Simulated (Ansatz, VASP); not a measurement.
**In in VASP and in Ansatz**

```
In
1.0
    -1.63801    1.63801    2.47094
     1.63801   -1.63801    2.47094
     1.63801    1.63801   -2.47094
In
1
Direct
  0.00000 0.00000 0.00000
```

Alike in both runs: task single point; functional LDA; k mesh 22 × 22 × 22; occupations gaussian, width 0.15 eV; no spin polarisation.

|  | VASP | Ansatz |
| --- | --- | --- |
| version | VASP 6.6.1 | Ansatz 0.2.0 |
| potentials or method | VASP PAW LDA potentials, release 64 (In_d), cutoff 520 eV | scalar-relativistic, plane waves, PAW |
| valence electrons in the cell | 13 | 13 |

Ansatz gave:

- gap on the k mesh at the Fermi level (eV): none
- pressure (GPa): -3.1
- traceless stress, the component that is largest in VASP (GPa): 0.17

Q: Which values does VASP return?

A: gap on the k mesh at the Fermi level (eV): none; pressure (GPa): -3.1; traceless stress, the component that is largest in VASP (GPa): 0.16.

LDA's correlation is that of Perdew and Zunger in VASP and of Perdew and Wang (1992) in Ansatz. A gap of «none» marks a metal or a gap that the smearing closes.
